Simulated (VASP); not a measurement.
**Cu: single point with PBE**

Crystal: Cu.

```
CELL_PARAMETERS angstrom
2.43869 0.00000 0.00000
0.00000 2.43869 0.00000
0.00000 0.00000 2.43869
ATOMIC_POSITIONS crystal
Cu 0.00000 0.00000 0.00000
```

```
Program                : VASP 6.6.1
Task                   : single point
Functional             : PBE
Potentials or basis    : VASP PAW PBE potentials, release 64 (Cu)
Cutoff                 : 520 eV
k mesh                 : 23 × 23 × 23
Occupations            : fermi-dirac, width 0.0612256 eV
Spin                   : no spin polarisation
Dipole correction      : no
Further INCAR settings : ALGO = Normal; EDIFF = 1e-06; NBANDS = 12
```

| Item | Value |
| --- | --- |
| Pressure | -3.4 GPa |

Levels at points of the mesh, in eV from the Fermi level:
```csv
k point,band 3,band 4,band 5,band 6,band 7,band 8,band 9,band 10
"(0.00, 0.00, 0.00)",-3.60,-1.27,-1.27,-1.27,17.12,17.12,17.12,20.47
```

It took 22 s on 1 thread of AMD EPYC 9R45 96-Core Processor (Zen 5), with other jobs on the host, peak memory 0.13 GiB.
